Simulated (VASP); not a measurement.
# Al3Sb2P (P3m1) in VASP: further runs, part 2 of 2

VASP 6.6.1. The steps go on from the part before.

## (5) Single point, PBE

This run uses another cell than the first one, of the same volume but with other edges.

INCAR

```
  PREC = Accurate
  ENCUT = 520
  EDIFF = 1E-7
  ISMEAR = 0
  SIGMA = 0.1
  LREAL = F
  LASPH = T
  NELM = 100
  ALGO = Normal
  ISIF = 2
  LWAVE = F
  LCHARG = F
  GGA = PE
  NBANDS = 21
```

KPOINTS

```
regular mesh
0
Gamma
  12 12 4
```

POSCAR

```
Al3Sb2P
1.0
    3.7263440415      0.0000000000      0.0000000000
   -1.8631720207      3.2271086032      0.0000000000
    0.0000000000      0.0000000000     11.0123616368
Al Sb P
3 2 1
Direct
    0.6666666667      0.3333333333      0.0486796855
    0.6666666667      0.3333333333      0.4156318679
    0.0000000000      0.0000000000      0.5795308881
    0.3333333333      0.6666666667      0.7512967306
    0.3333333333      0.6666666667      0.2491666141
    0.0000000000      0.0000000000      0.9556942338
```

Potentials or basis: VASP PAW PBE potentials, release 64 (Al, Sb, P).

Started as:

```sh
$ cat potpaw_PBE.64/Al/POTCAR potpaw_PBE.64/Sb/POTCAR potpaw_PBE.64/P/POTCAR > POTCAR
$ mpirun -np 1 vasp_std > vasp.out
```

OUTCAR:

```text
PREC = Accurate
   ENCUT = 520
   EDIFF = 1E-7
   ISMEAR = 0
   LREAL = F
   LASPH = T
   NELM = 100
   ISIF = 2
   GGA = PE

 ion  position               nearest neighbor table
   1  0.667  0.333  0.049-   6 2.38   6 2.38   6 2.38   5 3.08   5 3.08   5 3.08
   2  0.667  0.333  0.416-   3 2.81   3 2.81   3 2.81   5 2.83   5 2.83   5 2.83
   3  0.000  0.000  0.580-   2 2.81   2 2.81   2 2.81   4 2.86   4 2.86   4 2.86
   4  0.333  0.667  0.751-   3 2.86   3 2.86   3 2.86   6 3.11   6 3.11   6 3.11
   5  0.333  0.667  0.249-   2 2.83   2 2.83   2 2.83   1 3.08   1 3.08   1 3.08
   6  0.000  0.000  0.956-   1 2.38   1 2.38   1 2.38   4 3.11   4 3.11   4 3.11

  LATTYP: Found a hexagonal cell.
 ALAT       =     3.7263440415
 C/A-ratio  =     2.9552723834

  Lattice vectors:

 A1 = (   3.7263440415,   0.0000000000,   0.0000000000)
 A2 = (  -1.8631720207,   3.2271086032,   0.0000000000)
 A3 = (   0.0000000000,   0.0000000000,  11.0123616368)

Analysis of symmetry for initial positions (statically):
=====================================================================
 Subroutine PRICEL returns:
 Original cell was already a primitive cell.

 Routine SETGRP: Setting up the symmetry group for a
 hexagonal supercell.
[... 174 lines left out ...]

 E-fermi :   6.7343     XC(G=0):  -9.8069

 val. band max:        6.7283985257   @ k =   0.3333   0.0833   0.5000
 cond. band min:       6.7419123157   @ k =   0.3333   0.1667   0.5000
 fundamental gap:      0.0135137900
 Fermi energy:         6.7342919337

 k-point     1 :       0.0000    0.0000    0.0000
  band No.  band energies     occupation
      1      -5.5005      2.00000
      2      -4.2808      2.00000
      3      -3.6251      2.00000
      4      -0.0232      2.00000
      5       1.0943      2.00000
      6       5.4324      2.00000
[... 565 lines left out ...]
     20      11.9955      0.00000
     21      12.5045      0.00000

 [... further k-points ...]
[... 5 lines left out ...]
  --------------------------------------------------------------------------------------
  -------------------------------------------------------------------------------------
  Total        0.0141783      0.0141783      0.0335432      0.0000000     -0.0000000      0.0000000
  in kB        0.1715365      0.1715365      0.4058239      0.0000000     -0.0000000      0.0000000
  external PRESSURE =       0.2496323 kB  Pullay stress =       0.0000000 kB

 VOLUME and BASIS-vectors are now :
 -----------------------------------------------------------------------------
  energy-cutoff  :      520.00
  volume of cell :      132.43
      direct lattice vectors                 reciprocal lattice vectors
     3.726344041  0.000000000  0.000000000     0.268359547  0.154937457  0.000000000
    -1.863172021  3.227108603  0.000000000     0.000000000  0.309874914  0.000000000
     0.000000000  0.000000000 11.012361637     0.000000000  0.000000000  0.090807043

 POSITION                                       TOTAL-FORCE (eV/Angst)
 -----------------------------------------------------------------------------------
      1.86317      1.07570      0.53608        -0.000000      0.000000     -0.020738
      1.86317      1.07570      4.57709         0.000000     -0.000000      0.019080
      0.00000      0.00000      6.38200         0.000000     -0.000000     -0.010079
     -0.00000      2.15141      8.27355         0.000000      0.000000      0.017819
     -0.00000      2.15141      2.74391        -0.000000      0.000000     -0.009439
      0.00000      0.00000     10.52445         0.000000      0.000000      0.003356
 -----------------------------------------------------------------------------------
    total drift:                               -0.000000      0.000000     -0.000326

  FREE ENERGIE OF THE ION-ELECTRON SYSTEM (eV)
  ---------------------------------------------------
  free  energy   TOTEN  =       -24.2674198582 eV

  energy  without entropy=      -24.2532952421  energy(sigma->0) =      -24.26035755
```

It took 98 s on 1 thread of Intel Xeon 6975P-C (Granite Rapids), shared host; peak memory 0.36 GiB.

Results:

| Item | Value |
| --- | --- |
| Free energy | -24.2674 eV |
| Pressure | 0.0 GPa |
| Largest force | 0.021 eV/Å |
| Band gap on the k mesh | zero (band 12 reaches 8.71 eV, above the bottom of band 13 at 5.40 eV) |

Forces on the atoms (eV/Å):
```
Al   0.000  0.000 -0.021
Al   0.000  0.000  0.019
Al   0.000  0.000 -0.010
Sb   0.000  0.000  0.018
Sb   0.000  0.000 -0.009
P    0.000  0.000  0.003
```

Levels at points of the mesh, in eV from the Fermi level:
| k point | band 8 | band 9 | band 10 | band 11 | band 12 | band 13 | band 14 | band 15 | band 16 | band 17 |
| --- | --- | --- | --- | --- | --- | --- | --- | --- | --- | --- |
| (0.00, 0.00, 0.00) | -0.61 | -0.46 | 1.66 | 1.66 | 1.98 | 1.98 | 3.51 | 3.87 | 3.87 | 4.13 |
| (0.50, 0.00, 0.00) | -2.81 | -2.45 | -2.14 | -1.73 | -0.24 | 0.07 | 0.57 | 1.60 | 2.15 | 2.97 |
| (0.00, 0.00, 0.50) | -0.61 | 1.42 | 1.72 | 1.72 | 1.89 | 1.89 | 2.91 | 3.82 | 3.82 | 4.04 |
| (0.50, 0.00, 0.50) | -3.66 | -2.13 | -1.31 | -0.96 | -0.49 | 0.03 | 0.47 | 0.94 | 2.54 | 2.64 |

Caveat: spin-orbit coupling is left out, which moves the levels of the heavy elements.

## (6) Summary

```tsv
task	cell	k mesh	cutoff (eV)	gap on the mesh (eV)	pressure (GPa)	largest force (eV/Å)
single point	a = 3.779, b = 3.779, c = 10.712 Å, angles 90.0, 90.0, 120.0°, 6 atoms	6 × 6 × 2	520	none	0.0	0.03
single point	a = 4.445, b = 4.445, c = 7.841 Å, angles 90.0, 90.0, 120.0°, 6 atoms	6 × 6 × 2	520	none	-2.9	0.70
relaxation of cell and atoms	relaxed from a = 4.445, b = 4.445, c = 7.841 Å, angles 90.0, 90.0, 120.0°, 6 atoms	6 × 6 × 2	600	none	-0.2	0.04
single point	a = 3.726, b = 3.726, c = 11.012 Å, angles 90.0, 90.0, 120.0°, 6 atoms	12 × 12 × 4	520	none	0.0	0.02
```

Alike in all rows: level PBE; potentials or basis VASP PAW PBE potentials, release 64 (Al, Sb, P); no spin polarisation; smearing gaussian 0.1 eV.

Caveats: some runs use coarse meshes; spin-orbit coupling is left out, which moves the levels of the heavy elements.

Absolute energies hang on the potentials; compare differences alone.
